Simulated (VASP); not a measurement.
Runs of VASP 6.6.1 on CdS. The structure is that of space group Fm-3m (No. 225), or close to it. The cells are those of the table. 

```csv
cell,gap on the mesh (eV),pressure (GPa)
"a = 3.806 Å, angles 60.0°, 2 atoms",0.25,5.7
"a = 3.846 Å, angles 60.0°, 2 atoms",0.25,2.8
"a = 3.962 Å, angles 60.0°, 2 atoms",0.24,(a)
"a = 3.924 Å, angles 60.0°, 2 atoms",0.24,-1.7
```

Alike in all rows: task single point; level PBE; potentials or basis VASP PAW PBE potentials, release 64 (Cd, S); no spin polarisation; k mesh 12 × 12 × 12; cutoff (eV) 520; smearing gaussian 0.01 eV.

Question: Fill in the values left out.

Answer: (a) -3.4.

Caveats: semilocal functionals underestimate gaps, and a narrow one can read as zero; the cell stands under pressure (at least some runs); the cell stands under tension (at least some runs).

A k mesh can miss the band edges, and the runs leave out spin-orbit coupling on Cd.
